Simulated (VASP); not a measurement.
# AlN (P1) in VASP: single point with r2SCAN

Aim: the single point of AlN with r2SCAN.

Program: VASP 6.6.1. These are calculated values, not measurements. Logs are shortened: lines on timing, memory, paths and dates and some standing lists are left out, and cuts for length are marked.

## (1) The cell of the first run

The typed cell holds 8 atoms: a = 4.570 Å, b = 4.073 Å, c = 4.181 Å, α = 91.35°, β = 90.28°, γ = 93.93°.

## (2) Single point, r2SCAN (atoms moved at random and the cell strained at random)

Contents of POSCAR:

```
AlN
1.0
    4.5675064895      0.1476446835      0.0113125644
   -0.1476446835     -4.0698953898      0.0486492904
   -0.0113125644      0.0486492904     -4.1805275889
Al N
4 4
Direct
    0.0387528986      0.4383529458      0.5379654334
    0.5029325251      0.0375744683      0.5228201737
    0.5220979851      0.4356149297      0.0004045594
   -0.0107030183      0.0025801167     -0.0783131368
    0.7127617320      0.7560601577      0.7529339048
    0.2405257382      0.2824402390      0.7793572376
    0.2216372018      0.7631116810      0.2272628241
    0.7719949375      0.2842654618      0.2575690038
```

Contents of INCAR.step1:

```
PREC = Accurate
ENCUT = 520
ISMEAR = 0
SIGMA = 0.05
LREAL = F
LASPH = T
NELM = 100
NBANDS = 26
GGA = PE
ALGO = Normal
EDIFF = 1E-4
LWAVE = T
LCHARG = F
```

Contents of INCAR.step2:

```
PREC = Accurate
ENCUT = 520
EDIFF = 1E-7
ISMEAR = 0
SIGMA = 0.05
LREAL = F
LASPH = T
NELM = 100
ALGO = Normal
ISIF = 2
LWAVE = F
LCHARG = F
METAGGA = R2SCAN
LMIXTAU = T
NBANDS = 26
ISTART = 1
```

Contents of KPOINTS:

```
Automatic mesh
0
Gamma
  6 6 6
```

Potentials or basis: VASP PAW PBE potentials, release 64 (Al, N).

The run is started by

```sh
cat potpaw_PBE.64/Al/POTCAR potpaw_PBE.64/N/POTCAR > POTCAR
cp INCAR.step1 INCAR
mpirun -np 1 vasp_std > vasp.out
cp INCAR.step2 INCAR
mpirun -np 1 vasp_std > vasp.out
```

OUTCAR:

```text
PREC = Accurate
   ENCUT = 520
   EDIFF = 1E-7
   ISMEAR = 0
   LREAL = F
   LASPH = T
   NELM = 100
   ISIF = 2
   METAGGA = R2SCAN
   ISTART = 1

 ion  position               nearest neighbor table
   1  0.039  0.438  0.538-   6 1.54   8 1.76   7 2.02   5 2.22   4 2.42   2 2.76   4 2.79   2 2.85
                             3 2.93   3 3.06   4 3.09   2 3.12   3 3.16   3 3.25
   2  0.503  0.038  0.523-   5 1.83   8 1.91   6 1.93   7 2.04   3 2.54   3 2.75   1 2.76   4 2.79
                             1 2.85   4 2.88   1 3.12   3 3.20   3 3.25
   3  0.522  0.436  0.000-   6 1.66   8 1.72   5 1.86   7 2.18   2 2.54   2 2.75   4 2.88   4 2.92
                             1 2.93   1 3.06   4 3.06   1 3.16   2 3.20   2 3.25   1 3.25
   4  0.989  0.003  0.922-   6 1.68   5 1.70   7 1.97   8 2.09   1 2.42   2 2.79   1 2.79   3 2.88
                             2 2.88   3 2.92   3 3.06   1 3.09
   5  0.713  0.756  0.753-   4 1.70   2 1.83   3 1.86   1 2.22
   6  0.241  0.282  0.779-   1 1.54   3 1.66   4 1.68   2 1.93
   7  0.222  0.763  0.227-   4 1.97   1 2.02   2 2.04   3 2.18
   8  0.772  0.284  0.258-   3 1.72   1 1.76   2 1.91   4 2.09

  LATTYP: Found a triclinic cell.
 ALAT       =     7.3065110557
 B/A-ratio  =     0.6254566839
 C/A-ratio  =     0.5722055193
 COS(alpha) =     0.0048037252
 COS(beta)  =     0.5882949171
 COS(gamma) =     0.5900288987

  Lattice vectors:

 A1 = (   4.4311743704,  -3.9708999967,   4.2404894437)
 A2 = (   4.5675064895,   0.1476446835,   0.0113125644)
 A3 = (   0.0113125644,  -0.0486492904,   4.1805275889)

Analysis of symmetry for initial positions (statically):
=====================================================================
 Subroutine PRICEL returns:
 Original cell was already a primitive cell.

 Routine SETGRP: Setting up the symmetry group for a
 triclinic supercell.

 Subroutine GETGRP returns: Found  1 space group operations
 (whereof  1 operations were pure point group operations)
 out of a pool of  2 trial point group operations.

The static configuration has the point symmetry C_1 .

Analysis of symmetry for dynamics (positions and initial velocities):
=====================================================================
 Subroutine PRICEL returns:
 Original cell was already a primitive cell.

 Routine SETGRP: Setting up the symmetry group for a
 triclinic supercell.

 Subroutine GETGRP returns: Found  1 space group operations
 (whereof  1 operations were pure point group operations)
 out of a pool of  2 trial point group operations.

The dynamic configuration has the point symmetry C_1 .

 Subroutine INISYM returns: Found  1 space group operations
 (whereof  1 operations are pure point group operations),
 and found     1 'primitive' translations

----------------------------------------------------------------------------------------

                                     Primitive cell

  volume of cell :      77.6103

  direct lattice vectors                    reciprocal lattice vectors
     4.567506490  0.147644684  0.011312564     0.219196846 -0.007960060 -0.000685782
    -0.147644684 -4.069895390  0.048649290     0.007960060 -0.246029811 -0.002884618
    -0.011312564  0.048649290 -4.180527589     0.000685782 -0.002884618 -0.239239682

  length of vectors
     4.569906176  4.072863144  4.180825953     0.219342404  0.246175449  0.239258055

  position of ions in fractional coordinates (direct lattice)
     0.038752899  0.438352946  0.537965433
     0.502932525  0.037574468  0.522820174
     0.522097985  0.435614930  0.000404559
     0.989296982  0.002580117  0.921686863
     0.712761732  0.756060158  0.752933905
     0.240525738  0.282440239  0.779357238
     0.221637202  0.763111681  0.227262824
     0.771994937  0.284265462  0.257569004

  ion indices of the primitive-cell ions
   primitive index   ion index
                 1           1
                 2           2
                 3           3
                 4           4
                 5           5
                 6           6
                 7           7
                 8           8

----------------------------------------------------------------------------------------

 KPOINTS: Automatic mesh

Automatic generation of k-mesh.
 Grid dimensions read from file:
 generate k-points for:    6    6    6

 Generating k-lattice:

  Cartesian coordinates                     Fractional coordinates (reciprocal lattice)
     0.036532808 -0.001326677 -0.000114297     0.166666667  0.000000000  0.000000000
     0.001326677 -0.041004969 -0.000480770     0.000000000  0.166666667 -0.000000000
     0.000114297 -0.000480770 -0.039873280     0.000000000  0.000000000  0.166666667

  Length of vectors
     0.036557067  0.041029241  0.039876343

  Shift w.r.t. Gamma in fractional coordinates (k-lattice)
     0.000000000  0.000000000  0.000000000

 Subroutine IBZKPT returns following result:
 ===========================================

 Found    112 irreducible k-points:

 Following reciprocal coordinates:
            Coordinates               Weight
  0.000000  0.000000  0.000000      1.000000
  0.166667 -0.000000  0.000000      2.000000
  0.333333 -0.000000  0.000000      2.000000
  0.500000  0.000000  0.000000      1.000000
 -0.000000  0.166667  0.000000      2.000000
  0.166667  0.166667  0.000000      2.000000
[... 16 lines left out ...]
  0.333333  0.000000  0.166667      2.000000
  0.500000  0.000000  0.166667      2.000000
 [... further k-points ...]
   k-points           NKPTS =    112   k-points in BZ     NKDIM =    112   number of bands    NBANDS=     26
   number of dos      NEDOS =    301   number of ions     NIONS =      8
   total plane-waves  NPLWV =  34560
   dimension x,y,z NGX =    36 NGY =   30 NGZ =   32
   dimension x,y,z NGXF=    72 NGYF=   60 NGZF=   64
   ions per type =               4   4
   NGX,Y,Z   is equivalent  to a cutoff of  13.10, 12.25, 12.72 a.u.
   NGXF,Y,Z  is equivalent  to a cutoff of  26.19, 24.49, 25.45 a.u.
 SYSTEM =  unknown system
   PREC   = accura    normal or accurate (medium, high low for compatibility)
   ISTART =      1    job   : 0-new  1-cont  2-samecut
   ICHARG =      0    charge: 1-file 2-atom 10-const
   ISPIN  =      1    spin polarized calculation?
   LNONCOLLINEAR =      F non collinear calculations
   LSORBIT =      F    spin-orbit coupling
   LASPH  =      T    aspherical Exc in radial PAW
   ENCUT  =  520.0 eV  38.22 Ry    6.18 a.u.   8.50  7.57  7.77*2*pi/ulx,y,z
   NELM   =    100;   NELMIN=  2; NELMDL=  0     # of ELM steps
   EDIFF  = 0.1E-06   stopping-criterion for ELM
   LREAL  =      F    real-space projection
   EDIFFG = 0.1E-05   stopping-criterion for IOM
   NSW    =      0    number of steps for IOM
   IBRION =     -1    ionic relax: 0-MD 1-quasi-New 2-CG
   NFREE  =      0    steps in history (QN), initial steepest desc. (CG)
   ISIF   =      2    stress and relaxation
   ISYM   =      2    0-nonsym 1-usesym 2-fastsym
   POTIM  = 0.5000    time-step for ionic-motion
   TEBEG  =    0.0;   TEEND  =   0.0 temperature during run
   PSTRESS=    0.0 pullay stress
   NELECT =      32.0000    total number of electrons
   NUPDOWN=      -1.0000    fix difference up-down
   EMIN   =  10.00;   EMAX   =-10.00  energy-range for DOS
   EFERMI =   0.00;   METHOD = LEGACY
   ISMEAR =     0;   SIGMA  =   0.05  broadening in eV -4-tet -1-fermi 0-gaus
   EFERMI_NEDOS =   21; number of points for ismear=-14 and -15
   IALGO  =     38    algorithm
   IMIX   =      4    mixing-type and parameters
     AMIX     =   0.40;   BMIX     =  1.00
     AMIX_MAG =   1.60;   BMIX_MAG =  1.00
  volume/ion in A,a.u.               =       9.70        65.47
  Fermi-wavevector in a.u.,A,eV,Ry     =   1.218480  2.302593 20.200470  1.484693
  Thomas-Fermi vector in A             =   2.353765
   LORBIT       =      0    0 simple, 1 ext, 2 COOP (PROOUT), +10 PAW based schemes
   METAGGA = R2SCAN    functional components
   LHFCALC =     F    Hartree Fock is set to
   AEXX    =    0.0000 exact exchange contribution
   IVDW    =     0    specifies the selected vdW correction
   LEPSILON=     F    determine dielectric tensor
   LRPA    =     F    only Hartree local field effects (RPA)
 non-spin polarized calculation
 Gauss-broadening in eV      SIGMA  =   0.05
  energy-cutoff  :      520.00
  volume of cell :       77.61
 maximum number of plane-waves:      2104
 NGX is ok and might be reduce to    36
   NGX = 17   NGY = 15   NGZ = 15

 number of electron      32.0000000 magnetization

 Free energy of the ion-electron system (eV)
  ---------------------------------------------------
  ext. energy  EPLUGINS =         0.00000000
  ---------------------------------------------------
  free energy    TOTEN  =       -69.42444404 eV

  energy without entropy =      -69.42444170  energy(sigma->0) =      -69.42444287

 E-fermi :   7.8078     XC(G=0): -11.7876

 val. band max:        7.6990970666   @ k =   0.5000   0.5000   0.5000
 cond. band min:       7.9163644771   @ k =   0.0000   0.0000   0.0000
 fundamental gap:      0.2172674105
 Fermi energy:         7.8077622112

 k-point     1 :       0.0000    0.0000    0.0000
  band No.  band energies     occupation
      1     -10.6314      2.00000
      2      -8.0789      2.00000
      3      -6.6826      2.00000
      4      -5.2468      2.00000
      5      -0.2928      2.00000
      6       0.9438      2.00000
[... 18 lines left out ...]
     25      20.0627      0.00000
     26      20.4679      0.00000

 k-point     2 :       0.1667   -0.0000    0.0000
  band No.  band energies     occupation
      1     -10.5370      2.00000
      2      -8.2192      2.00000
      3      -6.6755      2.00000
      4      -5.3257      2.00000
      5      -0.0346      2.00000
      6       1.0763      2.00000
[... 18 lines left out ...]
     25      19.6857      0.00000
[... 608 lines left out ...]
     25      18.3173      0.00000
     26      19.0948      0.00000

 k-point    24 :       0.5000    0.0000    0.1667
  band No.  band energies     occupation
      1     -10.0996      2.00000
      2      -8.6324      2.00000
      3      -6.8043      2.00000
      4      -5.5779      2.00000
      5       0.4552      2.00000
      6       1.5348      2.00000
[... 18 lines left out ...]
     25      18.4545      0.00000
     26      18.8980      0.00000

 [... further k-points ...]
[... 5 lines left out ...]
  --------------------------------------------------------------------------------------
  -------------------------------------------------------------------------------------
  Total       16.7109287     14.1434412     17.9632823     -6.8372190     -2.3340031    -10.8079660
  in kB      344.9781167    291.9752571    370.8315316   -141.1466106    -48.1828383   -223.1181643
  external PRESSURE =     335.9283018 kB  Pullay stress =       0.0000000 kB

 VOLUME and BASIS-vectors are now :
 -----------------------------------------------------------------------------
  energy-cutoff  :      520.00
  volume of cell :       77.61
      direct lattice vectors                 reciprocal lattice vectors
     4.567506490  0.147644684  0.011312564     0.219196846 -0.007960060 -0.000685782
    -0.147644684 -4.069895390  0.048649290     0.007960060 -0.246029811 -0.002884618
    -0.011312564  0.048649290 -4.180527589     0.000685782 -0.002884618 -0.239239682

 POSITION                                       TOTAL-FORCE (eV/Angst)
 -----------------------------------------------------------------------------------
      0.10620     -1.75216     -2.22722        -5.747063     -9.878735      9.675268
      2.28569     -0.05323     -2.17815        -1.047246      3.416676      3.815571
      2.32037     -1.69580      0.02541         0.230567     -7.030289     -3.503099
      4.50781      0.18040     -3.84182         0.106035      3.310075     -8.306806
      3.13540     -2.93522     -3.10282        -0.185659      1.745653      1.451301
      1.04809     -1.07607     -3.24166         5.316605      5.205086     -0.803983
      0.89709     -3.06200     -0.91045         1.846384     -0.161009     -1.995454
      3.48121     -1.03042     -1.05421        -0.519623      3.392542     -0.332799
 -----------------------------------------------------------------------------------
    total drift:                                0.001027      0.000239     -0.000074

  FREE ENERGIE OF THE ION-ELECTRON SYSTEM (eV)
  ---------------------------------------------------
  free  energy   TOTEN  =       -69.4244440377 eV

  energy  without entropy=      -69.4244417003  energy(sigma->0) =      -69.42444287
```

Wall time 20 min (1 thread of Oxide Virtual Turin-like, shared host); peak memory 0.26 GiB.

What came out:

```
Free energy            : -69.4244 eV
Pressure               : 33.6 GPa
Largest force          : 14.974 eV/Å
Band gap on the k mesh : 0.22 eV (least direct gap 0.27 eV)
```

Forces in eV/Å, atoms in the order of the input:
```
Al  -5.747 -9.879  9.675
Al  -1.047  3.417  3.816
Al   0.231 -7.030 -3.503
Al   0.106  3.310 -8.307
N   -0.186  1.746  1.451
N    5.317  5.205 -0.804
N    1.846 -0.161 -1.995
N   -0.520  3.393 -0.333
```

Caveat: the cell differs from its parent crystal (atoms moved at random and the cell strained at random); the stress differs along the axes, from 29 to 37 GPa; semilocal functionals underestimate gaps, and a narrow one can read as zero; the PAW data sets were made with another functional, which shifts forces and pressure a little. A k mesh can miss the band edges.
